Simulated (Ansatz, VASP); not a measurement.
# Two plane-wave programs on Cu3H

INCAR

```
PREC     = Accurate       # precision mode
ENCUT    = 600            # plane-wave cutoff, eV
EDIFF    = 1E-6           # SCF threshold, eV
ISMEAR   = 0              # smearing method
SIGMA    = 0.1            # smearing width, eV
LREAL    = False          # projectors in reciprocal space
LASPH    = True           # aspherical terms in the spheres
NELM     = 60             # most SCF steps
ALGO     = Normal         # electronic algorithm
ISIF     = 3              # what is computed and relaxed
LWAVE    = False          # write WAVECAR
LCHARG   = False          # write CHGCAR
GGA      = PE             # functional
IBRION   = 2              # ionic algorithm
NSW      = 90             # ionic steps
EDIFFG   = -0.04          # ionic threshold
```

Contents of KPOINTS:

```
regular mesh
0
Gamma
  4 4 4
```

POSCAR

```
Cu3H
1.0
    4.2699650000      0.0000000000      0.0000000000
    0.0000000000      4.2699650000      0.0000000000
    0.0000000000      0.0000000000      4.2699650000
Cu H
6 2
Direct
    0.2500000000      0.0000000000      0.5000000000
    0.5000000000      0.7500000000      0.0000000000
    0.7500000000      0.0000000000      0.5000000000
    0.5000000000      0.2500000000      0.0000000000
    0.0000000000      0.5000000000      0.7500000000
    0.0000000000      0.5000000000      0.2500000000
    0.0000000000      0.0000000000      0.0000000000
    0.5000000000      0.5000000000      0.5000000000
```

Input for Ansatz:

```yaml
crystal:
  lattice:
    - [4.269965, 0.0, 0.0]
    - [0.0, 4.269965, 0.0]
    - [0.0, 0.0, 4.269965]
  atoms:
    - { symbol: Cu, position: [0.25, 0.0, 0.5] }
    - { symbol: Cu, position: [0.5, 0.75, 0.0] }
    - { symbol: Cu, position: [0.75, 0.0, 0.5] }
    - { symbol: Cu, position: [0.5, 0.25, 0.0] }
    - { symbol: Cu, position: [0.0, 0.5, 0.75] }
    - { symbol: Cu, position: [0.0, 0.5, 0.25] }
    - { symbol: H, position: [0.0, 0.0, 0.0] }
    - { symbol: H, position: [0.5, 0.5, 0.5] }
basis:
  ecutwfc: 420
kpoints:
  mp_grid: { grid: [4, 4, 4] }
hamiltonian:
  xc: pbe
scf:
  occupations: { method: gaussian, width: 0.1 }
  lower_state_search: "off"
output:
  forces: true
  stress: true
  eigenvalues: true
relax:
  adjacent_minimum: "off"
  f_tol: 0.04
  max_steps: 70
  cell: { stress_tol: 0.4 }
```

Change from the starting cell: species swapped into the SiMo3 type (Pm-3n, No. 223).

Alike in both runs: task relaxation of cell and atoms; functional PBE; k mesh 4 × 4 × 4; occupations gaussian, width 0.1 eV; no spin polarisation.

|  | VASP | Ansatz |
| --- | --- | --- |
| version | VASP 6.6.1 | Ansatz 0.2.0 |
| potentials or method | VASP PAW PBE potentials, release 64 (Cu, H), cutoff 600 eV | scalar-relativistic, plane waves, PAW |
| valence electrons in the cell | 68 | 116 |

VASP gave:

```
gap on the k mesh at the Fermi level, each at its own relaxed structure (eV) : none
relaxed volume (Å³/atom)                                                     : 11.11
relaxed cell length with the largest relative difference (Å)                 : 4.463
```

**Question.** What did Ansatz give for the same quantities?

**Answer.** gap on the k mesh at the Fermi level, each at its own relaxed structure (eV): none; relaxed volume (Å³/atom): 11.06; relaxed cell length with the largest relative difference (Å): 4.456.

A gap of «none» marks a metal or a gap that the smearing closes. VASP's potentials hold 68 valence electrons a cell and Ansatz's 116, so a difference there can come from the potentials and not from the codes.

The k mesh is coarse, so the values compare programs but aren't converged.
